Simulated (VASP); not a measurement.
# N2 in VASP: single point with PBE

Aim: the single point of N2 with PBE.

All numbers are computed with VASP 6.6.1; they aren't measurements. Logs are shortened: lines on timing, memory, paths and dates and some standing lists are left out, and cuts for length are marked.

### 1 The cell of the first run

The cell holds a molecule in a box, 2 atoms: a = 15.000 Å, b = 15.500 Å, c = 16.000 Å, α = 90.00°, β = 90.00°, γ = 90.00°.

### 2 Single point, PBE

Contents of INCAR:

```
  ALGO = Normal
  EDIFF = 1E-6
  ENCUT = 1000
  GGA = PE
  GGA_COMPAT = F
  ISIF = 2
  ISMEAR = 0
  ISYM = 0
  LASPH = T
  LCHARG = F
  LREAL = F
  LWAVE = F
  NBANDS = 12
  NELM = 120
  NELMDL = -8
  PREC = Accurate
  SIGMA = 0.005
```

Contents of KPOINTS:

```
k-points
0
Gamma
  1 1 1
```

Contents of POSCAR:

```
N
1.0
   15.0000000000      0.0000000000      0.0000000000
    0.0000000000     15.5000000000      0.0000000000
    0.0000000000      0.0000000000     16.0000000000
N
2
Direct
    0.5018589504      0.4990148455      0.4656155998
    0.4981410496      0.5009851545      0.5343844002
```

Potentials or basis: VASP PAW PBE potentials, release 64 (N_h).

On the command line:

```sh
$ cat potpaw_PBE.64/N_h/POTCAR > POTCAR
$ mpirun -np 1 vasp_gam > vasp.out
```

OUTCAR:

```text
EDIFF = 1E-6
   ENCUT = 1000
   GGA = PE
   ISIF = 2
   ISMEAR = 0
   ISYM = 0
   LASPH = T
   LREAL = F
   NELM = 120
   NELMDL = -8
   PREC = Accurate

 ion  position               nearest neighbor table
   1  0.502  0.499  0.466-   2 1.10
   2  0.498  0.501  0.534-   1 1.10

IMPORTANT INFORMATION: All symmetrisations will be switched off!
NOSYMM: (Re-)initialisation of all symmetry stuff for point group C_1.

----------------------------------------------------------------------------------------

                                     Primitive cell

  volume of cell :    3720.0000

  direct lattice vectors                    reciprocal lattice vectors
    15.000000000  0.000000000  0.000000000     0.066666667  0.000000000  0.000000000
     0.000000000 15.500000000  0.000000000     0.000000000  0.064516129  0.000000000
     0.000000000  0.000000000 16.000000000     0.000000000  0.000000000  0.062500000

  length of vectors
    15.000000000 15.500000000 16.000000000     0.066666667  0.064516129  0.062500000

  position of ions in fractional coordinates (direct lattice)
     0.501858950  0.499014845  0.465615600
     0.498141050  0.500985155  0.534384400

  ion indices of the primitive-cell ions
   primitive index   ion index
                 1           1
                 2           2

----------------------------------------------------------------------------------------

 KPOINTS: k-points

Automatic generation of k-mesh.
 Grid dimensions read from file:
 generate k-points for:    1    1    1

 Generating k-lattice:

  Cartesian coordinates                     Fractional coordinates (reciprocal lattice)
     0.066666667  0.000000000  0.000000000     1.000000000  0.000000000  0.000000000
     0.000000000  0.064516129  0.000000000     0.000000000  1.000000000  0.000000000
     0.000000000  0.000000000  0.062500000     0.000000000  0.000000000  1.000000000

  Length of vectors
     0.066666667  0.064516129  0.062500000

  Shift w.r.t. Gamma in fractional coordinates (k-lattice)
     0.000000000  0.000000000  0.000000000

 Subroutine IBZKPT returns following result:
 ===========================================

 Found      1 irreducible k-points:

 Following reciprocal coordinates:
            Coordinates               Weight
  0.000000  0.000000  0.000000      1.000000
   k-points           NKPTS =      1   k-points in BZ     NKDIM =      1   number of bands    NBANDS=     12
   number of dos      NEDOS =    301   number of ions     NIONS =      2
   total plane-waves  NPLWV = ******
   dimension x,y,z NGX =   160 NGY =  160 NGZ =  168
   dimension x,y,z NGXF=   320 NGYF=  320 NGZF=  336
   ions per type =               2
   NGX,Y,Z   is equivalent  to a cutoff of  17.73, 17.16, 17.46 a.u.
   NGXF,Y,Z  is equivalent  to a cutoff of  35.47, 34.32, 34.91 a.u.
 SYSTEM =  unknown system
   PREC   = accura    normal or accurate (medium, high low for compatibility)
   ISTART =      0    job   : 0-new  1-cont  2-samecut
   ICHARG =      2    charge: 1-file 2-atom 10-const
   ISPIN  =      1    spin polarized calculation?
   LNONCOLLINEAR =      F non collinear calculations
   LSORBIT =      F    spin-orbit coupling
   LASPH  =      T    aspherical Exc in radial PAW
   ENCUT  = 1000.0 eV  73.50 Ry    8.57 a.u.  38.68 39.97 41.25*2*pi/ulx,y,z
   NELM   =    120;   NELMIN=  2; NELMDL= -8     # of ELM steps
   EDIFF  = 0.1E-05   stopping-criterion for ELM
   LREAL  =      F    real-space projection
   EDIFFG = 0.1E-04   stopping-criterion for IOM
   NSW    =      0    number of steps for IOM
   IBRION =     -1    ionic relax: 0-MD 1-quasi-New 2-CG
   NFREE  =      0    steps in history (QN), initial steepest desc. (CG)
   ISIF   =      2    stress and relaxation
   ISYM   =      0    0-nonsym 1-usesym 2-fastsym
   POTIM  = 0.5000    time-step for ionic-motion
   TEBEG  =    0.0;   TEEND  =   0.0 temperature during run
   PSTRESS=    0.0 pullay stress
   NELECT =      10.0000    total number of electrons
   NUPDOWN=      -1.0000    fix difference up-down
   EMIN   =  10.00;   EMAX   =-10.00  energy-range for DOS
   EFERMI =   0.00;   METHOD = LEGACY
   ISMEAR =     0;   SIGMA  =   0.01  broadening in eV -4-tet -1-fermi 0-gaus
   EFERMI_NEDOS =   21; number of points for ismear=-14 and -15
   IALGO  =     38    algorithm
   IMIX   =      4    mixing-type and parameters
     AMIX     =   0.40;   BMIX     =  1.00
     AMIX_MAG =   1.60;   BMIX_MAG =  1.00
  volume/ion in A,a.u.               =    1860.00     12551.90
  Fermi-wavevector in a.u.,A,eV,Ry     =   0.227629  0.430156  0.704984  0.051815
  Thomas-Fermi vector in A             =   1.017343
   LORBIT       =      0    0 simple, 1 ext, 2 COOP (PROOUT), +10 PAW based schemes
   GGA     = PE    functional components
   LHFCALC =     F    Hartree Fock is set to
   AEXX    =    0.0000 exact exchange contribution
   IVDW    =     0    specifies the selected vdW correction
   LEPSILON=     F    determine dielectric tensor
   LRPA    =     F    only Hartree local field effects (RPA)
 non-spin polarized calculation
 Gauss-broadening in eV      SIGMA  =   0.01
  energy-cutoff  :     1000.00
  volume of cell :     3720.00
 maximum number of plane-waves:    133573
 NGX is ok and might be reduce to   160
   NGX = 77   NGY = 79   NGZ = 83

 number of electron      10.0000000 magnetization

 Free energy of the ion-electron system (eV)
  ---------------------------------------------------
  ext. energy  EPLUGINS =         0.00000000
  ---------------------------------------------------
  free energy    TOTEN  =       -16.82159792 eV

  energy without entropy =      -16.82159792  energy(sigma->0) =      -16.82159792

 E-fermi : -10.1637     XC(G=0):  -0.1810

 val. band max:      -10.2083281182   @ k =   0.0000   0.0000   0.0000
 cond. band min:      -1.9566180844   @ k =   0.0000   0.0000   0.0000
 fundamental gap:      8.2517100338
 Fermi energy:       -10.1637486326

 k-point     1 :       0.0000    0.0000    0.0000
  band No.  band energies     occupation
      1     -28.1628      2.00000
      2     -13.4926      2.00000
      3     -11.5536      2.00000
      4     -11.5536      2.00000
      5     -10.2083      2.00000
      6      -1.9566      0.00000
      7      -1.9566      0.00000
      8      -0.1224      0.00000
      9       0.3836      0.00000
     10       0.4910      0.00000
     11       0.5121      0.00000
     12       0.6088      0.00000

------------------------ aborting loop because EDIFF is reached ----------------------------------------

  FORCE on cell =-STRESS in cart. coord.  units (eV):
  Direction    XX          YY          ZZ          XY          YZ          ZX
  --------------------------------------------------------------------------------------
  -------------------------------------------------------------------------------------
  Total       -0.0122796     -0.0125118      0.0663982     -0.0001033      0.0021902     -0.0039871
  in kB       -0.0052887     -0.0053888      0.0285972     -0.0000445      0.0009433     -0.0017172
  external PRESSURE =       0.0059732 kB  Pullay stress =       0.0000000 kB

 VOLUME and BASIS-vectors are now :
 -----------------------------------------------------------------------------
  energy-cutoff  :     1000.00
  volume of cell :     3720.00
      direct lattice vectors                 reciprocal lattice vectors
    15.000000000  0.000000000  0.000000000     0.066666667  0.000000000  0.000000000
     0.000000000 15.500000000  0.000000000     0.000000000  0.064516129  0.000000000
     0.000000000  0.000000000 16.000000000     0.000000000  0.000000000  0.062500000

 POSITION                                       TOTAL-FORCE (eV/Angst)
 -----------------------------------------------------------------------------------
      7.52788      7.73473      7.44985         0.003610     -0.001936     -0.071520
      7.47212      7.76527      8.55015        -0.003610      0.001936      0.071520
 -----------------------------------------------------------------------------------
    total drift:                               -0.000001      0.000000      0.000004

  FREE ENERGIE OF THE ION-ELECTRON SYSTEM (eV)
  ---------------------------------------------------
  free  energy   TOTEN  =       -16.8215979184 eV

  energy  without entropy=      -16.8215979184  energy(sigma->0) =      -16.82159792
```

OSZICAR:

```text
N       E                     dE             d eps       ncg     rms          rms(c)
DAV:   1     0.101287136911E+03    0.10129E+03   -0.24072E+03    32   0.632E+02
DAV:   2     0.334268436883E+02   -0.67860E+02   -0.67510E+02    44   0.615E+01
DAV:   3    -0.107029748645E+02   -0.44130E+02   -0.43987E+02    40   0.813E+01
[... 16 lines left out ...]
DAV:  20    -0.168215856352E+02   -0.10109E-04   -0.12018E-07    24   0.162E-03    0.293E-04
DAV:  21    -0.168215945588E+02   -0.89235E-05   -0.79556E-08    28   0.136E-03    0.158E-04
DAV:  22    -0.168215961849E+02   -0.16262E-05   -0.27012E-09    28   0.436E-04    0.582E-05
DAV:  23    -0.168215975290E+02   -0.13440E-05   -0.10627E-09    28   0.295E-04    0.509E-05
DAV:  24    -0.168215979184E+02   -0.38941E-06    0.29452E-09    28   0.206E-04
   1 F= -.16821598E+02 E0= -.16821598E+02  d E =-.845138E-37
```

It took 7.8 min on 1 thread of Intel Xeon Platinum 8488C (Sapphire Rapids), shared host; peak memory 5.1 GiB.

Results:

```yaml
Free_energy: -16.8216 eV
Largest_force: 0.072 eV/Å
Gap_between_the_frontier_levels: 8.25 eV
```

Forces on the atoms (eV/Å):
```
N    0.004 -0.002 -0.072
N   -0.004  0.002  0.072
```
